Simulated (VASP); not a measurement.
PbO2, 3 atoms in the cell. Symmetry: Fm-3m, No. 225, cubic system. Conventional cell: a = 5.404 Å, b = 5.404 Å, c = 5.404 Å, α = 90.00°, β = 90.00°, γ = 90.00°. Within 3.1 Å of Pb (site symmetry m-3m) lie 8 O at 2.34 Å. O (site symmetry -43m) has 4 Pb at 2.34 Å and 6 O at 2.70 Å within 3.1 Å. 

* Program: VASP 6.6.1
* Task: relaxation of cell and atoms
* Functional: PBE
* Dispersion: D4
* Potentials or basis: VASP PAW PBE potentials, release 64 (Pb_d, O)
* Cutoff: 600 eV
* k mesh: 9 × 9 × 9
* Occupations: fermi-dirac, width 0.05 eV
* Spin: no spin polarisation
* Dipole correction: no
* Further INCAR settings: ALGO = Normal; EDIFF = 1e-06; IBRION = 2; EDIFFG = -0.01; NSW = 60; ISIF = 3

Potentials or basis: VASP PAW PBE potentials, release 64 (Pb_d, O).

Command:

```sh
$ cat potpaw_PBE.64/Pb_d/POTCAR potpaw_PBE.64/O/POTCAR > POTCAR
$ mpirun -np 1 vasp_std > vasp.out
```

Hardware: 1 thread of Intel(R) Xeon(R) 6975P-C (Granite Rapids) (shared host).

Question: Estimate the wall time of this run.

Answer: Wall time 26 s on 1 thread of Intel(R) Xeon(R) 6975P-C (Granite Rapids), with other jobs on the host, peak memory 0.19 GiB. Counts: scf iterations 29, k points 35, ion steps 3.
